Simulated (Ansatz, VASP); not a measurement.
# BaTiO3 in VASP and in Ansatz

```
Ba Ti O
1.0
     2.82737    1.63238    2.31839
    -2.82737    1.63238    2.31839
     0.00000   -3.26476    2.31839
Ba Ti O
1 1 3
Direct
  0.00000 0.00000 0.00000
  0.48450 0.48450 0.48450
  0.50860 0.50860 0.01750
  0.01750 0.50860 0.50860
  0.50860 0.01750 0.50860
```

Alike in both runs: task single point; functional PBEsol; k mesh 6 × 6 × 6; occupations fermi-dirac, width 0.05 eV; no spin polarisation.

|  | VASP | Ansatz |
| --- | --- | --- |
| version | VASP 6.6.1 | Ansatz 0.2.0 |
| potentials or method | VASP PAW PBE potentials, release 64 (Ba_sv, Ti_sv, O) | plane waves, PAW |
| plane-wave cutoff (eV) | 520 | 420 |
| valence electrons in the cell | 40 | 40 |

```csv
,VASP,Ansatz,Ansatz less VASP
gap on the k mesh at the Fermi level (eV),2.34,2.39,+0.054
```

VASP's potentials were made for PBE, not for PBEsol.

Neither program's run includes spin-orbit coupling.
